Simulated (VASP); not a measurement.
# Ti in VASP: a series of runs

Runs on Ti. Level: PBEsol. Tasks: single point, relaxation of the atoms.

Everything below comes from runs of VASP 6.6.1. Logs are shortened: lines on timing, memory, paths and dates and some standing lists are left out, and cuts for length are marked.

## (1) The cell of the first run

The cell holds a slab with vacuum, 4 atoms: a = 2.900 Å, b = 2.900 Å, c = 20.886 Å, α = 90.00°, β = 90.00°, γ = 120.00°.

## (2) Single point, PBEsol

INCAR reads:

```
SYSTEM = Ti
PREC = Accurate ; ENCUT = 400
EDIFF = 1E-6 ; ISMEAR = 0
SIGMA = 0.1 ; LREAL = .False.
LASPH = .True. ; NELM = 120
ALGO = Normal ; ISIF = 2
LWAVE = .False. ; LCHARG = .False.
LDIPOL = .True. ; IDIPOL = 3
DIPOL = 0.5 0.5 0.500 ; GGA = PS
NBANDS = 32 ; GGA_COMPAT = .False.
NELMDL = -8
```

KPOINTS reads:

```
regular mesh
0
Gamma
  12 12 1
  0 0 0
```

POSCAR reads:

```
Ti
1.0
    2.8999670175      0.0000000000      0.0000000000
   -1.4499835088      2.5114451073      0.0000000000
    0.0000000000      0.0000000000     20.8858709426
Ti
4
Direct
    0.6666666667      0.3333333333      0.3351548049
    0.3333333333      0.6666666667      0.4450516016
    0.6666666667      0.3333333333      0.5588763505
    0.3333333333      0.6666666667      0.6612927482
```

Potentials or basis: VASP PAW PBE potentials, release 64 (Ti_sv).

Command:

```console
$ cat potpaw_PBE.64/Ti_sv/POTCAR > POTCAR
$ mpirun -np 1 vasp_std > vasp.out
```

OUTCAR:

```text
SYSTEM = Ti
   PREC = Accurate
   ENCUT = 400
   EDIFF = 1E-6
   ISMEAR = 0
   LREAL = .False.
   LASPH = .True.
   NELM = 120
   ISIF = 2
   GGA = PS
   NELMDL = -8

 ion  position               nearest neighbor table
   1  0.667  0.333  0.335-   2 2.84   2 2.84   2 2.84
   2  0.333  0.667  0.445-   1 2.84   1 2.84   1 2.84   3 2.91   3 2.91   3 2.91
   3  0.667  0.333  0.559-   4 2.72   4 2.72   4 2.72   2 2.91   2 2.91   2 2.91
   4  0.333  0.667  0.661-   3 2.72   3 2.72   3 2.72

  LATTYP: Found a hexagonal cell.
 ALAT       =     2.8999670175
 C/A-ratio  =     7.2021063745

  Lattice vectors:

 A1 = (   2.8999670175,   0.0000000000,   0.0000000000)
 A2 = (  -1.4499835088,   2.5114451073,   0.0000000000)
 A3 = (   0.0000000000,   0.0000000000,  20.8858709426)

Analysis of symmetry for initial positions (statically):
=====================================================================
 Subroutine PRICEL returns:
 Original cell was already a primitive cell.

 Routine SETGRP: Setting up the symmetry group for a
 hexagonal supercell.

 Subroutine GETGRP returns: Found  6 space group operations
 (whereof  6 operations were pure point group operations)
 out of a pool of 24 trial point group operations.

The static configuration has the point symmetry C_3v.

Analysis of symmetry for dynamics (positions and initial velocities):
=====================================================================
 Subroutine PRICEL returns:
 Original cell was already a primitive cell.

 Routine SETGRP: Setting up the symmetry group for a
 hexagonal supercell.

 Subroutine GETGRP returns: Found  6 space group operations
 (whereof  6 operations were pure point group operations)
 out of a pool of 24 trial point group operations.

The dynamic configuration has the point symmetry C_3v.

 Subroutine INISYM returns: Found  6 space group operations
 (whereof  6 operations are pure point group operations),
 and found     1 'primitive' translations

----------------------------------------------------------------------------------------

                                     Primitive cell

  volume of cell :     152.1141

  direct lattice vectors                    reciprocal lattice vectors
     2.899967017  0.000000000  0.000000000     0.344831508  0.199088564  0.000000000
    -1.449983509  2.511445107  0.000000000     0.000000000  0.398177128  0.000000000
     0.000000000  0.000000000 20.885870943     0.000000000  0.000000000  0.047879258

  length of vectors
     2.899967017  2.899967018 20.885870943     0.398177128  0.398177128  0.047879258

  position of ions in fractional coordinates (direct lattice)
     0.666666667  0.333333333  0.335154805
     0.333333333  0.666666667  0.445051602
     0.666666667  0.333333333  0.558876351
     0.333333333  0.666666667  0.661292748

  ion indices of the primitive-cell ions
   primitive index   ion index
                 1           1
                 2           2
                 3           3
                 4           4

----------------------------------------------------------------------------------------

 KPOINTS: regular mesh

Automatic generation of k-mesh.
 Grid dimensions read from file:
 generate k-points for:   12   12    1

 Generating k-lattice:

  Cartesian coordinates                     Fractional coordinates (reciprocal lattice)
     0.028735959  0.016590714  0.000000000     0.083333333 -0.000000000  0.000000000
     0.000000000  0.033181427  0.000000000     0.000000000  0.083333333  0.000000000
     0.000000000  0.000000000  0.047879258     0.000000000  0.000000000  1.000000000

  Length of vectors
     0.033181427  0.033181427  0.047879258

  Shift w.r.t. Gamma in fractional coordinates (k-lattice)
     0.000000000  0.000000000  0.000000000

 Subroutine IBZKPT returns following result:
 ===========================================

 Found     19 irreducible k-points:

 Following reciprocal coordinates:
            Coordinates               Weight
  0.000000  0.000000  0.000000      1.000000
  0.083333  0.000000  0.000000      6.000000
  0.166667  0.000000  0.000000      6.000000
  0.250000 -0.000000  0.000000      6.000000
  0.333333  0.000000  0.000000      6.000000
  0.416667 -0.000000  0.000000      6.000000
[... 11 lines left out ...]
  0.333333  0.250000  0.000000     12.000000
  0.333333  0.333333  0.000000      2.000000
   k-points           NKPTS =     19   k-points in BZ     NKDIM =     19   number of bands    NBANDS=     32
   number of dos      NEDOS =    301   number of ions     NIONS =      4
   total plane-waves  NPLWV =  56000
   dimension x,y,z NGX =    20 NGY =   20 NGZ =  140
   dimension x,y,z NGXF=    40 NGYF=   40 NGZF=  280
   ions per type =               4
   NGX,Y,Z   is equivalent  to a cutoff of  11.47, 11.47, 11.14 a.u.
   NGXF,Y,Z  is equivalent  to a cutoff of  22.93, 22.93, 22.29 a.u.
 SYSTEM =  Ti
   PREC   = accura    normal or accurate (medium, high low for compatibility)
   ISTART =      0    job   : 0-new  1-cont  2-samecut
   ICHARG =      2    charge: 1-file 2-atom 10-const
   ISPIN  =      1    spin polarized calculation?
   LNONCOLLINEAR =      F non collinear calculations
   LSORBIT =      F    spin-orbit coupling
   LASPH  =      T    aspherical Exc in radial PAW
   ENCUT  =  400.0 eV  29.40 Ry    5.42 a.u.   4.73  4.73 34.06*2*pi/ulx,y,z
   NELM   =    120;   NELMIN=  2; NELMDL= -8     # of ELM steps
   EDIFF  = 0.1E-05   stopping-criterion for ELM
   LREAL  =      F    real-space projection
   EDIFFG = 0.1E-04   stopping-criterion for IOM
   NSW    =      0    number of steps for IOM
   IBRION =     -1    ionic relax: 0-MD 1-quasi-New 2-CG
   NFREE  =      0    steps in history (QN), initial steepest desc. (CG)
   ISIF   =      2    stress and relaxation
   ISYM   =      2    0-nonsym 1-usesym 2-fastsym
   POTIM  = 0.5000    time-step for ionic-motion
   TEBEG  =    0.0;   TEEND  =   0.0 temperature during run
   PSTRESS=    0.0 pullay stress
   NELECT =      48.0000    total number of electrons
   NUPDOWN=      -1.0000    fix difference up-down
   EMIN   =  10.00;   EMAX   =-10.00  energy-range for DOS
   EFERMI =   0.00;   METHOD = LEGACY
   ISMEAR =     0;   SIGMA  =   0.10  broadening in eV -4-tet -1-fermi 0-gaus
   EFERMI_NEDOS =   21; number of points for ismear=-14 and -15
   IALGO  =     38    algorithm
   IMIX   =      4    mixing-type and parameters
     AMIX     =   0.40;   BMIX     =  1.00
     AMIX_MAG =   1.60;   BMIX_MAG =  1.00
  volume/ion in A,a.u.               =      38.03       256.63
  Fermi-wavevector in a.u.,A,eV,Ry     =   1.114548  2.106190 16.901393  1.242217
  Thomas-Fermi vector in A             =   2.251144
   LORBIT       =      0    0 simple, 1 ext, 2 COOP (PROOUT), +10 PAW based schemes
   GGA     = PS    functional components
   LHFCALC =     F    Hartree Fock is set to
   AEXX    =    0.0000 exact exchange contribution
   IVDW    =     0    specifies the selected vdW correction
   LEPSILON=     F    determine dielectric tensor
   LRPA    =     F    only Hartree local field effects (RPA)
 non-spin polarized calculation
 Gauss-broadening in eV      SIGMA  =   0.10
  energy-cutoff  :      400.00
  volume of cell :      152.11
 maximum number of plane-waves:      2793
 NGX is ok and might be reduce to    20
   NGX =  9   NGY =  9   NGZ = 69

 dipolmoment           0.000000      0.000000      0.000558 electrons x Angstroem

 number of electron      48.0000005 magnetization

 dipolmoment           0.000000      0.000000     -0.003545 electrons x Angstroem

 Free energy of the ion-electron system (eV)
  ---------------------------------------------------
  ext. energy  EPLUGINS =         0.00000000
  ---------------------------------------------------
  free energy    TOTEN  =       -31.32989419 eV

  energy without entropy =      -31.28703362  energy(sigma->0) =      -31.30846391

 E-fermi :   1.3884     XC(G=0):  -6.1760

 val. band max:        1.3782913495   @ k =   0.1667   0.0833   0.0000
 cond. band min:       1.3907357999   @ k =   0.3333   0.0000   0.0000
 fundamental gap:      0.0124444504
 Fermi energy:         1.3884069043

 k-point     1 :       0.0000    0.0000    0.0000
  band No.  band energies     occupation
      1     -55.2983      2.00000
      2     -55.2234      2.00000
      3     -55.0642      2.00000
      4     -54.9545      2.00000
      5     -31.8889      2.00000
      6     -31.8038      2.00000
[... 24 lines left out ...]
     31       2.5135      0.00000
     32       2.5193      0.00000

 k-point     2 :       0.0833    0.0000    0.0000
  band No.  band energies     occupation
      1     -55.2922      2.00000
      2     -55.2166      2.00000
      3     -55.0585      2.00000
      4     -54.9503      2.00000
      5     -31.8760      2.00000
      6     -31.7974      2.00000
[... 24 lines left out ...]
     31       2.3883      0.00000
     32       2.5561      0.00000

 k-point     3 :       0.1667    0.0000    0.0000
  band No.  band energies     occupation
      1     -55.2755      2.00000
      2     -55.1979      2.00000
      3     -55.0429      2.00000
      4     -54.9387      2.00000
      5     -31.8408      2.00000
      6     -31.7815      2.00000
[... 24 lines left out ...]
     31       2.6501      0.00000
     32       2.6946      0.00000

 k-point     4 :       0.2500   -0.0000    0.0000
  band No.  band energies     occupation
      1     -55.2526      2.00000
      2     -55.1721      2.00000
      3     -55.0214      2.00000
      4     -54.9230      2.00000
      5     -31.7950      2.00000
      6     -31.7666      2.00000
[... 24 lines left out ...]
     31       3.0565      0.00000
     32       3.1927      0.00000

 k-point     5 :       0.3333    0.0000    0.0000
  band No.  band energies     occupation
      1     -55.2298      2.00000
      2     -55.1463      2.00000
      3     -54.9997      2.00000
      4     -54.9077      2.00000
      5     -31.7789      2.00000
      6     -31.7643      2.00000
[... 409 lines left out ...]
     31       3.5652      0.00000
     32       4.1400      0.00000

 k-point    17 :       0.2500    0.2500    0.0000
  band No.  band energies     occupation
      1     -55.2069      2.00000
      2     -55.1203      2.00000
      3     -54.9775      2.00000
      4     -54.8926      2.00000
      5     -31.7759      2.00000
      6     -31.7567      2.00000
[... 24 lines left out ...]
     31       3.3889      0.00000
     32       3.7082      0.00000

 k-point    18 :       0.3333    0.2500    0.0000
  band No.  band energies     occupation
      1     -55.1983      2.00000
      2     -55.1106      2.00000
      3     -54.9692      2.00000
      4     -54.8871      2.00000
      5     -31.7758      2.00000
      6     -31.7490      2.00000
[... 24 lines left out ...]
     31       3.4656      0.00000
     32       3.9609      0.00000

 k-point    19 :       0.3333    0.3333    0.0000
  band No.  band energies     occupation
      1     -55.1953      2.00000
      2     -55.1071      2.00000
      3     -54.9662      2.00000
      4     -54.8852      2.00000
      5     -31.7286      2.00000
      6     -31.7238      2.00000
[... 24 lines left out ...]
     31       3.4935      0.00000
     32       3.9819      0.00000

------------------------ aborting loop because EDIFF is reached ----------------------------------------

 vacuum level on the upper side and lower side of the slab       (xc-potential included)        -0.259        -0.167

  FORCE on cell =-STRESS in cart. coord.  units (eV):
  Direction    XX          YY          ZZ          XY          YZ          ZX
  --------------------------------------------------------------------------------------
  -------------------------------------------------------------------------------------
  Total       -1.6883699     -1.6883699     -1.7972920      0.0000000      0.0000000     -0.0000000
  in kB      -17.7831568    -17.7831568    -18.9304036      0.0000000      0.0000000     -0.0000000
  external PRESSURE =     -18.1655724 kB  Pullay stress =       0.0000000 kB

 VOLUME and BASIS-vectors are now :
 -----------------------------------------------------------------------------
  energy-cutoff  :      400.00
  volume of cell :      152.11
      direct lattice vectors                 reciprocal lattice vectors
     2.899967017  0.000000000  0.000000000     0.344831508  0.199088564  0.000000000
    -1.449983509  2.511445107  0.000000000     0.000000000  0.398177128  0.000000000
     0.000000000  0.000000000 20.885870943     0.000000000  0.000000000  0.047879258

 POSITION                                       TOTAL-FORCE (eV/Angst)
 -----------------------------------------------------------------------------------
      1.44998      0.83715      7.00000         0.000000      0.000000      0.625186
     -0.00000      1.67430      9.29529        -0.000000      0.000000     -0.630812
      1.44998      0.83715     11.67262        -0.000000     -0.000000      0.000951
     -0.00000      1.67430     13.81167        -0.000000      0.000000      0.004675
 -----------------------------------------------------------------------------------
    total drift:                                0.000000      0.000000      0.000201

  FREE ENERGIE OF THE ION-ELECTRON SYSTEM (eV)
  ---------------------------------------------------
  free  energy   TOTEN  =       -31.3298941922 eV

  energy  without entropy=      -31.2870336213  energy(sigma->0) =      -31.30846391

 vacuum level on the upper side and lower side of the slab         5.722         5.816
```

Run time: 5.9 min. Hardware: 1 thread of Intel Xeon 8259CL, shared host; peak memory 0.24 GiB.

Results:

| Property | Result |
| --- | --- |
| Free energy | -31.3299 eV |
| Largest force | 0.631 eV/Å |
| Band gap on the k mesh | zero (bands 24 and 25 overlap by 0.88 eV) |

Forces in eV/Å, atoms in the order of the input:
```
Ti   0.000  0.000  0.625
Ti   0.000  0.000 -0.631
Ti   0.000  0.000  0.001
Ti   0.000  0.000  0.005
```

Levels at points of the mesh, in eV from the Fermi level:
```
           k point  band 19  band 20  band 21  band 22  band 23  band 24  band 25  band 26  band 27  band 28
(0.00, 0.00, 0.00)    -3.67    -2.90    -0.28    -0.03     0.49     0.52     0.66     0.66     0.74     0.74
(0.50, 0.00, 0.00)    -2.24    -2.06    -1.49    -1.14    -0.74     0.10     0.55     0.71     1.13     1.28
```

Caveat: the PAW data sets were made with another functional, which shifts forces and pressure a little.

## (3) Relaxation of the atoms, PBEsol

INCAR reads:

```
SYSTEM = Ti
  PREC = Accurate
  ENCUT = 450
  EDIFF = 1E-7
  ISMEAR = 0
  SIGMA = 0.1
  LREAL = .False.
  LASPH = .True.
  NELM = 120
  ALGO = Normal
  ISIF = 2
  LWAVE = .False.
  LCHARG = .False.
  LDIPOL = .True.
  IDIPOL = 3
  DIPOL = 0.5 0.5 0.500
  GGA = PS
  IBRION = 2
  NSW = 70
  EDIFFG = -0.03
  GGA_COMPAT = .False.
  NELMIN = 4
  NELMDL = -8
```

KPOINTS reads:

```
Automatic mesh
0
Gamma
  12 12 1
  0 0 0
```

POSCAR reads:

```
Ti
1.0
    2.8999670175      0.0000000000      0.0000000000
   -1.4499835088      2.5114451073      0.0000000000
    0.0000000000      0.0000000000     20.8858709426
Ti
4
Selective dynamics
Direct
    0.6666666667      0.3333333333      0.3351548049  F F F
    0.3333333333      0.6666666667      0.4450516016  F F F
    0.6666666667      0.3333333333      0.5549483984  T T T
    0.3333333333      0.6666666667      0.6648451951  T T T
```

Potentials or basis: VASP PAW PBE potentials, release 64 (Ti_sv).

Command:

```console
$ cat potpaw_PBE.64/Ti_sv/POTCAR > POTCAR
$ mpirun -np 1 vasp_std > vasp.out
```

Wall time 11 min (1 thread of Intel Xeon 8259CL, shared host); peak memory 0.26 GiB.

Results (log left out):

```yaml
Free_energy: -31.3505 eV
Energy_gained_by_relaxing: 14.1 meV/atom
Ionic_steps: 3
Band_gap_on_the_k_mesh: zero (bands 24 and 25 overlap by 0.87 eV)
```

The path:
```csv
step,energy change (eV),largest force on free atoms (eV/Å),pressure (GPa)
1,0.0000,0.7300,-2.19
2,-0.0338,0.4898,-2.03
3,-0.0565,0.0288,-1.66
```

Final structure:
```
Ti
1.0
     2.89997    0.00000    0.00000
    -1.44998    2.51145    0.00000
     0.00000    0.00000   20.88587
Ti
4
Cartesian
  1.4500 0.8371 7.0000
  0.0000 1.6743 9.2953
  1.4500 0.8371 11.6828
  0.0000 1.6743 13.8175
```

Levels at points of the mesh, in eV from the Fermi level:
```tsv
k point	band 20	band 21	band 22	band 23	band 24	band 25	band 26	band 27
(0.00, 0.00, 0.00)	-2.91	-0.29	-0.03	0.48	0.51	0.66	0.66	0.74
(0.50, 0.00, 0.00)	-2.07	-1.49	-1.14	-0.73	0.10	0.56	0.71	1.12
```

Caveat: the PAW data sets were made with another functional, which shifts forces and pressure a little.
